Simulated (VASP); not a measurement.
A run of VASP 6.6.1 is set up as follows.

Contents of POSCAR:

```
Rh
1.0
    2.6752290916      0.0000000000      0.0000000000
   -1.3376150356      2.3168161670      0.0000000000
    0.0000000000      0.0000000000      4.3380863070
Rh
2
Direct
    0.6666666667      0.3333333333      0.7500000000
    0.3333333333      0.6666666667      0.2500000000
```

INCAR.step1

```
SYSTEM = Rh
PREC = Accurate ; ENCUT = 520
ISMEAR = -1 ; SIGMA = 0.1
LREAL = .FALSE. ; LASPH = .TRUE.
NELM = 100 ; NBANDS = 22
GGA = PE ; ALGO = Normal
EDIFF = 1E-4 ; LWAVE = .TRUE.
LCHARG = .FALSE.
```

File INCAR.step2:

```
SYSTEM = Rh
PREC = Accurate ; ENCUT = 520
EDIFF = 1E-6 ; ISMEAR = -1
SIGMA = 0.1 ; LREAL = .FALSE.
LASPH = .TRUE. ; NELM = 100
ALGO = Normal ; ISIF = 2
LWAVE = .FALSE. ; LCHARG = .FALSE.
METAGGA = R2SCAN ; LMIXTAU = .TRUE.
NBANDS = 22 ; ISTART = 1
```

KPOINTS

```
regular mesh
0
G
  12 12 7
  0 0 0
```

Potentials or basis: VASP PAW PBE potentials, release 64 (Rh_pv).

Launch:

```sh
$ cat potpaw_PBE.64/Rh_pv/POTCAR > POTCAR
$ cp INCAR.step1 INCAR
$ mpirun -np 1 vasp_std > vasp.out
$ cp INCAR.step2 INCAR
$ mpirun -np 1 vasp_std > vasp.out
```

(1) Estimate the pressure.

(2) What does it give for the band gap on the k mesh?

Answers

(1) 8.8 GPa.

(2) zero (bands 15 and 16 overlap by 2.56 eV).

Caveat: the cell stands under pressure; the PAW data sets were made with another functional, which shifts forces and pressure a little.
